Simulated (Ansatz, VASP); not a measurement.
# TaN: VASP beside Ansatz

```
CELL_PARAMETERS angstrom
-0.21874 2.18744 2.18744
1.96870 0.00000 1.96870
2.18744 2.18744 -0.21874
ATOMIC_POSITIONS crystal
Ta 0.50000 0.50000 0.50000
N 0.00000 0.00000 0.00000
```

Change from the starting cell: engineering shear strain xz -0.2000, normal strain along z +0.0000.

Alike in both runs: task single point; functional PBEsol; k mesh 18 × 18 × 18; occupations gaussian, width 0.15 eV; no spin polarisation.

```csv
,VASP,Ansatz
version,VASP 6.6.1,Ansatz 0.2.0
potentials or method,"VASP PAW PBE potentials, release 64 (Ta_sv_GW, N), cutoff 700 eV","scalar-relativistic, plane waves, PAW"
valence electrons in the cell,18,18
```

VASP gave:

```
gap on the k mesh at the Fermi level (eV)                     : none
pressure (GPa)                                                : 4.9
traceless stress, the component that is largest in VASP (GPa) : -9.71
```

Estimate Ansatz's values.

gap on the k mesh at the Fermi level (eV): none; pressure (GPa): 4.6; traceless stress, the component that is largest in VASP (GPa): -9.72.

VASP's potentials were made for PBE, not for PBEsol, and Ansatz warns of the same on its side. A gap of «none» marks a metal or a gap that the smearing closes. With one functional, cell and mesh, what is left measures potentials, basis and numerics.

Spin-orbit coupling is off throughout.
